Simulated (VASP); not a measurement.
Wanted: the native input for a VASP 6.6.1 run.

- Task: single point
- Functional: PBE0
- Potentials or basis: VASP PAW PBE potentials, release 64 (Pb_d, S)
- Cutoff: 400 eV
- k mesh: 6 × 6 × 2
- Occupations: gaussian, width 0.01 eV
- Spin: no spin polarisation
- Dipole correction: no
- Grid for exact exchange (PRECFOCK): Normal
- Further INCAR settings: ALGO = Normal; EDIFF = 1e-06; NBANDS = 28
- Share of exact exchange: 0.25

PbS:

```xyz
4
Lattice="4.1235 0.0000 0.0000 -2.0617 3.5710 0.0000 0.0000 0.0000 7.3337" Properties=species:S:1:pos:R:3 pbc="T T T"
Pb    0.0000    0.0000    0.0000
Pb    0.0000    0.0000    3.6669
S     0.0000    2.3807    1.8334
S     2.0617    1.1903    5.5003
```

These files were run (other wordings do the same):

POSCAR

```
PbS
1.0
    4.1234513013      0.0000000000      0.0000000000
   -2.0617256507      3.5710135782      0.0000000000
    0.0000000000      0.0000000000      7.3337316572
Pb S
2 2
Direct
    0.0000000000      0.0000000000      0.0000000000
    0.0000000000      0.0000000000      0.5000000000
    0.3333333333      0.6666666667      0.2500000000
    0.6666666667      0.3333333333      0.7500000000
```

INCAR.step1

```
SYSTEM = PbS
PREC = Accurate
ENCUT = 400
EDIFF = 1E-5
ISMEAR = 0
SIGMA = 0.01
LREAL = .False.
LASPH = .True.
NELM = 120
ALGO = Normal
ISIF = 2
LWAVE = .True.
NBANDS = 28
GGA = PE
GGA_COMPAT = .False.
KPAR = 4
```

INCAR.step2

```
SYSTEM = PbS
PREC = Accurate
ENCUT = 400
EDIFF = 1E-6
ISMEAR = 0
SIGMA = 0.01
LREAL = .False.
LASPH = .True.
NELM = 120
ALGO = Normal
ISIF = 2
LWAVE = .False.
LCHARG = .True.
GGA = PE
LHFCALC = .True.
AEXX = 0.25
PRECFOCK = Normal
LVHAR = .True.
NBANDS = 28
ISTART = 1
GGA_COMPAT = .False.
KPAR = 4
```

KPOINTS

```
Automatic mesh
0
Gamma
  6 6 2
  0 0 0
```

Potentials or basis: VASP PAW PBE potentials, release 64 (Pb_d, S).

The run is started by

```sh
$ cat potpaw_PBE.64/Pb_d/POTCAR potpaw_PBE.64/S/POTCAR > POTCAR
$ cp INCAR.step1 INCAR
$ mpirun -np 4 vasp_std > vasp.out
$ cp INCAR.step2 INCAR
$ mpirun -np 4 vasp_std > vasp.out
```

Results of the run:

| Item | Value |
| --- | --- |
| Pressure | -0.2 GPa |
| Band gap on the k mesh | 0.93 eV |

Caveat: the k points lie up to 0.43 Å⁻¹ apart; the PAW data sets were made with another functional, which shifts forces and pressure a little; spin-orbit coupling is left out, which moves the levels of the heavy elements.

Wall time 27 min on 4 MPI ranks on AMD EPYC 7R13 Processor (Zen 3), on a shared host, peak memory 0.2 GiB a rank.
